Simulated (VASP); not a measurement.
The system is KI.

```
I K
1.0
     4.29120    0.00000    0.00000
     0.00000    4.29120    0.00000
     0.00000    0.00000    4.29120
I K
1 1
Direct
  0.50000 0.50000 0.50000
  0.00000 0.00000 0.00000
```

Base run:

| Property | Result |
| --- | --- |
| Program | VASP 6.6.1 |
| Functional | PBE |
| Dispersion | D4 |
| Potentials or basis | VASP PAW PBE potentials, release 64 (I, K_sv) |
| Cutoff | 520 eV |
| k mesh | 6 × 6 × 6 |
| Occupations | fermi-dirac, width 0.05 eV |
| Spin | no spin polarisation |

Its results: band gap on the k mesh 3.33 eV, indirect (least direct gap 3.69 eV); pressure -0.2 GPa.

Question: The run is repeated on the same cell with these changes: dispersion from D4 to none. What comes out?

Answer: Band gap on the k mesh 3.33 eV, indirect (least direct gap 3.69 eV); pressure 0.5 GPa.

Dispersion adds attraction, which lowers the pressure at fixed volume and, as a term added to the energy, leaves the levels alone.

Caveats: spin-orbit coupling is left out, which moves the levels of the heavy elements.

A k mesh can miss the band edges.
